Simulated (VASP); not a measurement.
LiF, 2 atoms in the cell. Symmetry: Fm-3m, No. 225, cubic system. The conventional cell has a = 4.028 Å, b = 4.028 Å, c = 4.028 Å, α = 90.00°, β = 90.00°, γ = 90.00°. Within 2.7 Å of F (site symmetry m-3m) lie 6 Li at 2.01 Å. Li (site symmetry m-3m) has 6 F at 2.01 Å within 2.7 Å. 

- Program: VASP 6.6.1
- Task: single point
- Functional: PBE-based global hybrid with 25 % exact exchange
- Potentials or basis: VASP PAW PBE potentials, release 64 (F, Li_sv)
- Cutoff: 520 eV
- k mesh: 7 × 7 × 7
- Occupations: fermi-dirac, width 0.05 eV
- Spin: no spin polarisation
- Dipole correction: no
- Grid for exact exchange (PRECFOCK): Normal
- Share of exact exchange: 0.25
- Further INCAR settings: ALGO = Normal; EDIFF = 1e-06; NBANDS = 12

Potentials or basis: VASP PAW PBE potentials, release 64 (F, Li_sv).

Run with:

```sh
$ cat potpaw_PBE.64/F/POTCAR potpaw_PBE.64/Li_sv/POTCAR > POTCAR
$ cp INCAR.step1 INCAR
$ mpirun -np 1 vasp_std > vasp.out
$ cp INCAR.step2 INCAR
$ mpirun -np 1 vasp_std > vasp.out
```

Hardware: 1 thread of AMD EPYC 7R13 Processor (Zen 3) (shared host).

Question: Estimate the wall time of this run.

Answer: It took 5.9 min on 1 thread of AMD EPYC 7R13 Processor (Zen 3), on a shared host, peak memory 0.11 GiB. Counts: k points 20.
